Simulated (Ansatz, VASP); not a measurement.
## In4P5 in VASP and in Ansatz

File INCAR:

```
ALGO = Normal
DIPOL = 0.5 0.5 0.500
EDIFF = 1E-7
ENCUT = 520
GGA = PS
IDIPOL = 3
ISIF = 2
ISMEAR = 0
LASPH = T
LCHARG = F
LDIPOL = T
LREAL = F
LWAVE = F
NBANDS = 48
NELM = 60
PREC = Accurate
SIGMA = 0.1
```

KPOINTS

```
k-points
0
Gamma
  9 9 1
```

File POSCAR:

```
In4P5
1.0
    3.8601905803      0.0000000000      0.0000000000
   -1.9300952902      3.3430231060      0.0000000000
    0.0000000000      0.0000000000     27.6073296423
P In
5 4
Direct
    0.3333333333      0.6666666667      0.2716669847
    0.0000000000      0.0000000000      0.3858334924
    0.6666666667      0.3333333333      0.5000000000
    0.3333333333      0.6666666667      0.6141665076
    0.0000000000      0.0000000000      0.7283330153
    0.6666666667      0.3333333333      0.3287502385
    0.3333333333      0.6666666667      0.4429167462
    0.0000000000      0.0000000000      0.5570832538
    0.6666666667      0.3333333333      0.6712497615
```

Input for Ansatz:

```yaml
crystal:
  lattice:
    - [3.8601905803, 0.0, 0.0]
    - [-1.9300952902, 3.343023106, 0.0]
    - [0.0, 0.0, 27.6073296423]
  atoms:
    - { symbol: P, position: [0.3333333333, 0.6666666667, 0.2716669847] }
    - { symbol: In, position: [0.6666666667, 0.3333333333, 0.3287502385] }
    - { symbol: P, position: [0.0, 0.0, 0.3858334924] }
    - { symbol: In, position: [0.3333333333, 0.6666666667, 0.4429167462] }
    - { symbol: P, position: [0.6666666667, 0.3333333333, 0.5] }
    - { symbol: In, position: [0.0, 0.0, 0.5570832538] }
    - { symbol: P, position: [0.3333333333, 0.6666666667, 0.6141665076] }
    - { symbol: In, position: [0.6666666667, 0.3333333333, 0.6712497615] }
    - { symbol: P, position: [0.0, 0.0, 0.7283330153] }
basis:
  ecutwfc: 420
kpoints:
  mp_grid: { grid: [9, 9, 1] }
hamiltonian:
  xc: pbesol
scf:
  occupations: { method: gaussian, width: 0.1 }
output:
  forces: true
  stress: true
  eigenvalues: true
efield:
  axis: 3
  dipole_correction: true
```

Alike in both runs: task single point; functional PBEsol; k mesh 9 × 9 × 1; occupations gaussian, width 0.1 eV; no spin polarisation.

|  | VASP | Ansatz |
| --- | --- | --- |
| version | VASP 6.6.1 | Ansatz 0.2.0 |
| potentials or method | VASP PAW PBE potentials, release 64 (P, In_d), cutoff 520 eV | scalar-relativistic, plane waves, PAW |
| valence electrons in the cell | 77 | 77 |

```csv
,VASP,Ansatz,Ansatz less VASP
gap on the k mesh at the Fermi level (eV),none,none,-
rms of the force components (eV/Å),0.284,0.284,-0.0001
```

VASP's potentials were made for PBE, not for PBEsol. A gap of «none» marks a metal or a gap that the smearing closes. The functional is the same, so the differences come from potentials, cutoffs and numerics.
